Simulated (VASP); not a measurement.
# CaO in VASP: settings compared

The runs below take CaO through single point, with PBE, r2SCAN.

All numbers are computed with VASP 6.6.1; they aren't measurements. Logs are shortened: lines on timing, memory, paths and dates and some standing lists are left out, and cuts for length are marked.

### Step 1. The cell of the first run

It takes space group I4/mmm (No. 139, tetragonal). Conventional cell: a = 3.391 Å, b = 3.391 Å, c = 4.745 Å, α = 90.00°, β = 90.00°, γ = 90.00°. Ca (site symmetry 4/mmm) has 6 O at 2.37 to 2.40 Å within 3.1 Å. O (site symmetry 4/mmm) has 6 Ca at 2.37 to 2.40 Å within 3.1 Å.

### Step 2. Single point, PBE (uniaxial z strain -1.1%)

The input, INCAR:

```
SYSTEM = CaO
ALGO = Normal
EDIFF = 1E-6
ENCUT = 520
GGA = PE
ISIF = 2
ISMEAR = -1
LASPH = .TRUE.
LCHARG = .TRUE.
LELF = .TRUE.
LREAL = .FALSE.
LVHAR = .TRUE.
LWAVE = .FALSE.
NBANDS = 15
NELM = 100
PREC = Accurate
SIGMA = 0.02
```

The input, KPOINTS:

```
k-points
0
G
  10 10 10
  0 0 0
```

The input, POSCAR:

```
CaO
1.0
    0.0000000000      2.3975501144      2.3723758382
    2.3975501144      0.0000000000      2.3723758382
    2.3975501144      2.3975501144      0.0000000000
Ca O
1 1
Direct
    0.0000000000      0.0000000000      0.0000000000
    0.5000000000      0.5000000000      0.5000000000
```

Potentials or basis: VASP PAW PBE potentials, release 64 (Ca_sv, O).

Launch:

```console
$ cat potpaw_PBE.64/Ca_sv/POTCAR potpaw_PBE.64/O/POTCAR > POTCAR
$ mpirun -np 1 vasp_std > vasp.out
```

OUTCAR:

```text
SYSTEM = CaO
   EDIFF = 1E-6
   ENCUT = 520
   GGA = PE
   ISIF = 2
   ISMEAR = -1
   LASPH = .TRUE.
   LREAL = .FALSE.
   NELM = 100
   PREC = Accurate

 ion  position               nearest neighbor table
   1  0.000  0.000  0.000-   2 2.37   2 2.37   2 2.40   2 2.40   2 2.40   2 2.40
   2  0.500  0.500  0.500-   1 2.37   1 2.37   1 2.40   1 2.40   1 2.40   1 2.40

  LATTYP: Found a body centered tetragonal cell.
 ALAT       =     3.3906478883
 C/A-ratio  =     1.3993643200

  Lattice vectors:

 A1 = (   0.0000000000,  -2.3975501144,  -2.3723758382)
 A2 = (   0.0000000000,   2.3975501144,  -2.3723758382)
 A3 = (   2.3975501144,   0.0000000000,   2.3723758382)

Analysis of symmetry for initial positions (statically):
=====================================================================
 Subroutine PRICEL returns:
 Original cell was already a primitive cell.

 Routine SETGRP: Setting up the symmetry group for a
 body centered tetragonal supercell.

 Subroutine GETGRP returns: Found 16 space group operations
 (whereof 16 operations were pure point group operations)
 out of a pool of 16 trial point group operations.

The static configuration has the point symmetry D_4h.

Analysis of symmetry for dynamics (positions and initial velocities):
=====================================================================
 Subroutine PRICEL returns:
 Original cell was already a primitive cell.

 Routine SETGRP: Setting up the symmetry group for a
 body centered tetragonal supercell.

 Subroutine GETGRP returns: Found 16 space group operations
 (whereof 16 operations were pure point group operations)
 out of a pool of 16 trial point group operations.

The dynamic configuration has the point symmetry D_4h.

 Subroutine INISYM returns: Found 16 space group operations
 (whereof 16 operations are pure point group operations),
 and found     1 'primitive' translations

----------------------------------------------------------------------------------------

                                     Primitive cell

  volume of cell :      27.2740

  direct lattice vectors                    reciprocal lattice vectors
     0.000000000  2.397550114  2.372375838    -0.208546214  0.208546214  0.210759186
     2.397550114  0.000000000  2.372375838     0.208546214 -0.208546214  0.210759186
     2.397550114  2.397550114  0.000000000     0.208546214  0.208546214 -0.210759186

  length of vectors
     3.372893960  3.372893960  3.390647888     0.362494802  0.362494802  0.362494802

  position of ions in fractional coordinates (direct lattice)
     0.000000000  0.000000000  0.000000000
     0.500000000  0.500000000  0.500000000

  ion indices of the primitive-cell ions
   primitive index   ion index
                 1           1
                 2           2

----------------------------------------------------------------------------------------

 KPOINTS: k-points

Automatic generation of k-mesh.
 Grid dimensions read from file:
 generate k-points for:   10   10   10

 Generating k-lattice:

  Cartesian coordinates                     Fractional coordinates (reciprocal lattice)
    -0.020854621  0.020854621  0.021075919     0.100000000  0.000000000  0.000000000
     0.020854621 -0.020854621  0.021075919     0.000000000  0.100000000  0.000000000
     0.020854621  0.020854621 -0.021075919     0.000000000  0.000000000  0.100000000

  Length of vectors
     0.036249480  0.036249480  0.036249480

  Shift w.r.t. Gamma in fractional coordinates (k-lattice)
     0.000000000  0.000000000  0.000000000

 Subroutine IBZKPT returns following result:
 ===========================================

 Found    102 irreducible k-points:

 Following reciprocal coordinates:
            Coordinates               Weight
  0.000000  0.000000  0.000000      1.000000
  0.100000  0.000000  0.000000      8.000000
  0.200000  0.000000  0.000000      8.000000
  0.300000  0.000000  0.000000      8.000000
  0.400000 -0.000000  0.000000      8.000000
  0.500000 -0.000000  0.000000      4.000000
[... 16 lines left out ...]
  0.300000  0.300000  0.000000      2.000000
  0.400000  0.300000  0.000000      8.000000
 [... further k-points ...]
   k-points           NKPTS =    102   k-points in BZ     NKDIM =    102   number of bands    NBANDS=     15
   number of dos      NEDOS =    301   number of ions     NIONS =      2
   total plane-waves  NPLWV =  21952
   dimension x,y,z NGX =    28 NGY =   28 NGZ =   28
   dimension x,y,z NGXF=    56 NGYF=   56 NGZF=   56
   ions per type =               1   1
   NGX,Y,Z   is equivalent  to a cutoff of  13.80, 13.80, 13.73 a.u.
   NGXF,Y,Z  is equivalent  to a cutoff of  27.60, 27.60, 27.46 a.u.
 SYSTEM =  CaO
   PREC   = accura    normal or accurate (medium, high low for compatibility)
   ISTART =      0    job   : 0-new  1-cont  2-samecut
   ICHARG =      2    charge: 1-file 2-atom 10-const
   ISPIN  =      1    spin polarized calculation?
[... 64 lines left out ...]
      3     -15.8670      2.00000
      4     -15.8599      2.00000
      5     -13.1157      2.00000
      6       2.4419      2.00000
      7       2.4419      2.00000
      8       2.4702      2.00000
      9       7.3045      0.00000
     10       8.6960      0.00000
     11       8.6960      0.00000
     12       8.7682      0.00000
     13      10.2052      0.00000
     14      10.3085      0.00000
     15      17.6353      0.00000

 k-point     2 :       0.1000    0.0000    0.0000
  band No.  band energies     occupation
      1     -35.1034      2.00000
      2     -16.0196      2.00000
      3     -15.8730      2.00000
      4     -15.8672      2.00000
      5     -12.9544      2.00000
      6       2.0866      2.00000
      7       2.2991      2.00000
      8       2.3164      2.00000
      9       7.7638      0.00000
     10       8.6845      0.00000
     11       8.8736      0.00000
     12       8.9197      0.00000
     13      10.4509      0.00000
     14      10.5583      0.00000
     15      18.0456      0.00000

 k-point     3 :       0.2000    0.0000    0.0000
  band No.  band energies     occupation
      1     -35.0757      2.00000
      2     -16.3655      2.00000
      3     -15.8887      2.00000
      4     -15.8800      2.00000
      5     -12.5909      2.00000
      6       1.3059      2.00000
      7       1.9572      2.00000
      8       1.9688      2.00000
      9       8.6329      0.00000
     10       8.8988      0.00000
     11       9.3639      0.00000
     12       9.3926      0.00000
     13      11.0876      0.00000
     14      11.2042      0.00000
     15      18.6560      0.00000

 k-point     4 :       0.3000    0.0000    0.0000
  band No.  band energies     occupation
      1     -35.0412      2.00000
      2     -16.7203      2.00000
      3     -15.9079      2.00000
      4     -15.8955      2.00000
      5     -12.2125      2.00000
      6       0.5217      2.00000
      7       1.5837      2.00000
      8       1.5892      2.00000
      9       8.9189      0.00000
     10      10.0117      0.00000
     11      10.0372      0.00000
     12      10.0507      0.00000
     13      11.8965      0.00000
     14      12.0201      0.00000
     15      18.1973      0.00000
[... 307 lines left out ...]
 k-point    22 :      -0.2000    0.2000    0.0000
  band No.  band energies     occupation
      1     -35.0302      2.00000
      2     -16.6399      2.00000
      3     -16.0492      2.00000
      4     -15.8979      2.00000
      5     -12.2644      2.00000
      6       0.5306      2.00000
      7       1.4382      2.00000
      8       1.8604      2.00000
      9       8.6470      0.00000
     10       9.7917      0.00000
     11       9.8230      0.00000
     12      10.7080      0.00000
     13      12.1605      0.00000
     14      12.4078      0.00000
     15      18.6983      0.00000

 k-point    23 :       0.3000    0.3000    0.0000
  band No.  band energies     occupation
      1     -35.0168      2.00000
      2     -16.5044      2.00000
      3     -16.0302      2.00000
      4     -16.0302      2.00000
      5     -12.5322      2.00000
      6       0.6894      2.00000
      7       2.0863      2.00000
      8       2.0863      2.00000
      9       6.7900      0.00000
     10       9.6077      0.00000
     11      10.9766      0.00000
     12      11.1409      0.00000
     13      11.1409      0.00000
     14      13.1553      0.00000
     15      20.0402      0.00000

 k-point    24 :       0.4000    0.3000    0.0000
  band No.  band energies     occupation
      1     -34.9950      2.00000
      2     -16.5651      2.00000
      3     -16.0802      2.00000
      4     -16.0556      2.00000
      5     -12.5510      2.00000
      6       0.7715      2.00000
      7       1.8761      2.00000
      8       1.9755      2.00000
      9       6.7475      0.00000
     10      10.1988      0.00000
     11      11.3126      0.00000
     12      11.4458      0.00000
     13      11.5725      0.00000
     14      13.5245      0.00000
     15      18.3404      0.00000

 [... further k-points ...]

------------------------ aborting loop because EDIFF is reached ----------------------------------------

  FORCE on cell =-STRESS in cart. coord.  units (eV):
  Direction    XX          YY          ZZ          XY          YZ          ZX
  --------------------------------------------------------------------------------------
  -------------------------------------------------------------------------------------
  Total        0.6329111      0.6329111      0.9639854      0.0000000      0.0000000      0.0000000
  in kB       37.1795767     37.1795767     56.6281232      0.0000000      0.0000000      0.0000000
  external PRESSURE =      43.6624255 kB  Pullay stress =       0.0000000 kB

 VOLUME and BASIS-vectors are now :
 -----------------------------------------------------------------------------
  energy-cutoff  :      520.00
  volume of cell :       27.27
      direct lattice vectors                 reciprocal lattice vectors
     0.000000000  2.397550114  2.372375838    -0.208546214  0.208546214  0.210759186
     2.397550114  0.000000000  2.372375838     0.208546214 -0.208546214  0.210759186
     2.397550114  2.397550114  0.000000000     0.208546214  0.208546214 -0.210759186

 POSITION                                       TOTAL-FORCE (eV/Angst)
 -----------------------------------------------------------------------------------
      0.00000      0.00000      0.00000         0.000000     -0.000000      0.000000
      2.39755      2.39755      2.37238        -0.000000      0.000000     -0.000000
 -----------------------------------------------------------------------------------
    total drift:                                0.000000      0.000000      0.000000

  FREE ENERGIE OF THE ION-ELECTRON SYSTEM (eV)
  ---------------------------------------------------
  free  energy   TOTEN  =       -12.7895320428 eV

  energy  without entropy=      -12.7895320428  energy(sigma->0) =      -12.78953204
```

It took 19 s on 1 thread of Intel Xeon 6975P-C (Granite Rapids), shared host; peak memory 0.19 GiB.

Results:

```
Free energy            : -12.7895 eV
Pressure               : 4.4 GPa
Band gap on the k mesh : 3.59 eV, indirect (least direct gap 3.99 eV)
```

Stress tensor (GPa, compression positive):
```
3.72 0.00 0.00
0.00 3.72 0.00
0.00 0.00 5.66
```

Caveat: the cell differs from its parent crystal (uniaxial z strain -1.1%).

### Step 3. Single point, PBE (strain along [111] -2.0%)

The input, INCAR:

```
SYSTEM = CaO
PREC = Accurate
ENCUT = 520
EDIFF = 1E-6
ISMEAR = -1
SIGMA = 0.02
LREAL = .FALSE.
LASPH = .TRUE.
NELM = 100
ALGO = Normal
ISIF = 2
LWAVE = .FALSE.
LCHARG = .FALSE.
GGA = PE
NBANDS = 15
```

The input, KPOINTS:

```
regular mesh
0
G
  10 10 10
  0 0 0
```

The input, POSCAR:

```
CaO
1.0
   -0.0326066816      2.3649434329      2.3649434329
    2.3649434329     -0.0326066816      2.3649434329
    2.3649434329      2.3649434329     -0.0326066816
Ca O
1 1
Direct
    0.0000000000      0.0000000000      0.0000000000
    0.5000000000      0.5000000000      0.5000000000
```

Potentials or basis: VASP PAW PBE potentials, release 64 (Ca_sv, O).

Launch:

```console
$ cat potpaw_PBE.64/Ca_sv/POTCAR potpaw_PBE.64/O/POTCAR > POTCAR
$ mpirun -np 1 vasp_std > vasp.out
```

Run time: 20 s. Hardware: 1 thread of Intel Xeon 6975P-C (Granite Rapids), shared host; peak memory 0.19 GiB.

The run converged. Its results:

```yaml
Free_energy: -12.7784 eV
Pressure: 5.6 GPa
Band_gap_on_the_k_mesh: 3.58 eV, indirect (least direct gap 3.96 eV)
```

Stress tensor (GPa, compression positive):
```
5.59 1.00 1.00
1.00 5.59 1.00
1.00 1.00 5.59
```

Levels at points of the mesh, in eV from the valence-band top:
| k point | band 6 | band 7 | band 8 | band 9 | band 10 | band 11 |
| --- | --- | --- | --- | --- | --- | --- |
| (0.00, 0.00, 0.00) | -0.07 | -0.07 | 0.00 | 4.89 | 6.17 | 6.17 |
| (0.50, 0.00, 0.00) | -2.75 | -1.33 | -1.23 | 7.10 | 8.34 | 8.54 |
| (0.50, 0.50, 0.00) | -1.33 | -0.45 | -0.38 | 3.58 | 8.20 | 9.00 |
| (0.50, 0.50, 0.50) | -2.75 | -1.38 | -1.38 | 7.17 | 8.54 | 8.54 |

Caveat: the cell differs from its parent crystal (strain along [111] -2.0%). A k mesh can miss the band edges.

### Step 4. Single point, r2SCAN (uniaxial z strain -1.1%)

The input, POSCAR:

```
CaO
1.0
    0.0000000000      2.3975501144      2.3723758382
    2.3975501144      0.0000000000      2.3723758382
    2.3975501144      2.3975501144      0.0000000000
Ca O
1 1
Direct
    0.0000000000      0.0000000000      0.0000000000
    0.5000000000      0.5000000000      0.5000000000
```

The input, INCAR.step1:

```
PREC = Accurate
ENCUT = 520
ISMEAR = 0
SIGMA = 0.01
LREAL = False
LASPH = True
NELM = 100
NBANDS = 15
GGA = PE
ALGO = Normal
EDIFF = 1E-4
LWAVE = True
LCHARG = False
```

The input, INCAR.step2:

```
PREC = Accurate
ENCUT = 520
EDIFF = 1E-7
ISMEAR = 0
SIGMA = 0.01
LREAL = False
LASPH = True
NELM = 100
ALGO = Normal
ISIF = 2
LWAVE = False
LCHARG = False
METAGGA = R2SCAN
LMIXTAU = True
NBANDS = 15
ISTART = 1
```

The input, KPOINTS:

```
Automatic mesh
0
Gamma
  10 10 10
```

Launch:

```console
$ cat potpaw_PBE.64/Ca_sv/POTCAR potpaw_PBE.64/O/POTCAR > POTCAR
$ cp INCAR.step1 INCAR
$ mpirun -np 1 vasp_std > vasp.out
$ cp INCAR.step2 INCAR
$ mpirun -np 1 vasp_std > vasp.out
```

Run time: 94 s. Hardware: 1 thread of Intel Xeon 6975P-C (Granite Rapids), shared host; peak memory 0.19 GiB.

The run converged. Its results:

| Item | Value |
| --- | --- |
| Free energy | -19.4484 eV |
| Pressure | 2.4 GPa |
| Band gap on the k mesh | 4.14 eV, indirect (least direct gap 4.54 eV) |

Stress tensor (GPa, compression positive):
```
1.70 0.00 0.00
0.00 1.70 0.00
0.00 0.00 3.80
```

Levels at points of the mesh, in eV from the valence-band top:
| k point | band 5 | band 6 | band 7 | band 8 | band 9 | band 10 | band 11 | band 12 |
| --- | --- | --- | --- | --- | --- | --- | --- | --- |
| (0.00, 0.00, 0.00) | -16.53 | -0.03 | -0.03 | 0.00 | 5.55 | 6.85 | 6.85 | 6.93 |
| (0.50, 0.00, 0.00) | -15.16 | -2.67 | -1.25 | -1.25 | 7.76 | 9.12 | 9.13 | 9.34 |
| (0.50, 0.50, 0.00) | -16.31 | -1.26 | -0.41 | -0.41 | 4.14 | 8.89 | 9.71 | 10.34 |
| (0.50, 0.00, 0.50) | -16.31 | -1.33 | -0.39 | -0.37 | 4.18 | 8.87 | 9.72 | 10.30 |

Caveat: the cell differs from its parent crystal (uniaxial z strain -1.1%); the PAW data sets were made with another functional, which shifts forces and pressure a little.

### Step 5. Single point, r2SCAN (strain along [111] -2.0%)

The input, POSCAR:

```
CaO
1.0
   -0.0326066816      2.3649434329      2.3649434329
    2.3649434329     -0.0326066816      2.3649434329
    2.3649434329      2.3649434329     -0.0326066816
Ca O
1 1
Direct
    0.0000000000      0.0000000000      0.0000000000
    0.5000000000      0.5000000000      0.5000000000
```

The input, INCAR.step1:

```
SYSTEM = CaO
PREC     = Accurate       ! precision mode
ENCUT    = 520            ! plane-wave cutoff, eV
ISMEAR   = 0              ! smearing method
SIGMA    = 0.01           ! smearing width, eV
LREAL    = .False.        ! projectors in reciprocal space
LASPH    = .True.         ! aspherical terms in the spheres
NELM     = 60             ! most SCF steps
NBANDS   = 15             ! bands
GGA      = PE             ! functional
ALGO     = Normal         ! electronic algorithm
EDIFF    = 1E-4           ! SCF threshold, eV
LWAVE    = .True.         ! write WAVECAR
LCHARG   = .False.        ! write CHGCAR
```

The input, INCAR.step2:

```
SYSTEM = CaO
PREC     = Accurate       ! precision mode
ENCUT    = 520            ! plane-wave cutoff, eV
EDIFF    = 1E-7           ! SCF threshold, eV
ISMEAR   = 0              ! smearing method
SIGMA    = 0.01           ! smearing width, eV
LREAL    = .False.        ! projectors in reciprocal space
LASPH    = .True.         ! aspherical terms in the spheres
NELM     = 60             ! most SCF steps
ALGO     = Normal         ! electronic algorithm
ISIF     = 2              ! what is computed and relaxed
LWAVE    = .False.        ! write WAVECAR
LCHARG   = .True.         ! write CHGCAR
METAGGA  = R2SCAN         ! meta-GGA
LMIXTAU  = .True.       
LELF     = .True.         ! ELF
LVHAR    = .True.       
NBANDS   = 15             ! bands
ISTART   = 1
```

The input, KPOINTS:

```
regular mesh
0
Gamma
  10 10 10
  0 0 0
```

Launch:

```console
$ cat potpaw_PBE.64/Ca_sv/POTCAR potpaw_PBE.64/O/POTCAR > POTCAR
$ cp INCAR.step1 INCAR
$ mpirun -np 1 vasp_std > vasp.out
$ cp INCAR.step2 INCAR
$ mpirun -np 1 vasp_std > vasp.out
```

It took 100 s on 1 thread of Intel Xeon 6975P-C (Granite Rapids), shared host; peak memory 0.19 GiB.

Results (log left out):

| Quantity | Value |
| --- | --- |
| Free energy | -19.4405 eV |
| Pressure | 3.7 GPa |
| Band gap on the k mesh | 4.13 eV, indirect (least direct gap 4.51 eV) |

Stress tensor (GPa, compression positive):
```
3.66 1.04 1.04
1.04 3.66 1.04
1.04 1.04 3.66
```

Levels at points of the mesh, in eV from the valence-band top:
```tsv
k point	band 5	band 6	band 7	band 8	band 9	band 10	band 11	band 12
(0.00, 0.00, 0.00)	-16.57	-0.07	-0.07	0.00	5.61	6.80	6.80	7.03
(0.50, 0.00, 0.00)	-15.16	-2.72	-1.33	-1.22	7.75	9.03	9.23	9.39
(0.50, 0.50, 0.00)	-16.36	-1.33	-0.45	-0.38	4.13	8.92	9.74	10.36
(0.50, 0.50, 0.50)	-15.18	-2.72	-1.37	-1.37	7.83	9.23	9.23	9.38
```

Caveat: the cell differs from its parent crystal (strain along [111] -2.0%); the PAW data sets were made with another functional, which shifts forces and pressure a little. A k mesh can miss the band edges.

### Step 6. The runs side by side

```tsv
level	cell	smearing	gap on the mesh (eV)	pressure (GPa)
PBE	a = 3.373, b = 3.373, c = 3.391 Å, angles 59.8, 59.8, 60.3°, 2 atoms	fermi-dirac 0.02 eV	3.59	4.4
PBE	a = 3.345 Å, angles 60.9°, 2 atoms	fermi-dirac 0.02 eV	3.58	5.6
r2SCAN	a = 3.373, b = 3.373, c = 3.391 Å, angles 59.8, 59.8, 60.3°, 2 atoms	gaussian 0.01 eV	4.14	2.4
r2SCAN	a = 3.345 Å, angles 60.9°, 2 atoms	gaussian 0.01 eV	4.13	3.7
```

Alike in all rows: task single point; potentials or basis VASP PAW PBE potentials, release 64 (Ca_sv, O); no spin polarisation; k mesh 10 × 10 × 10; cutoff (eV) 520.

Caveats: the PAW data sets were made with another functional, which shifts forces and pressure a little (some runs).

Total energies depend on the potentials used, so only differences within one code and one set of settings carry meaning.
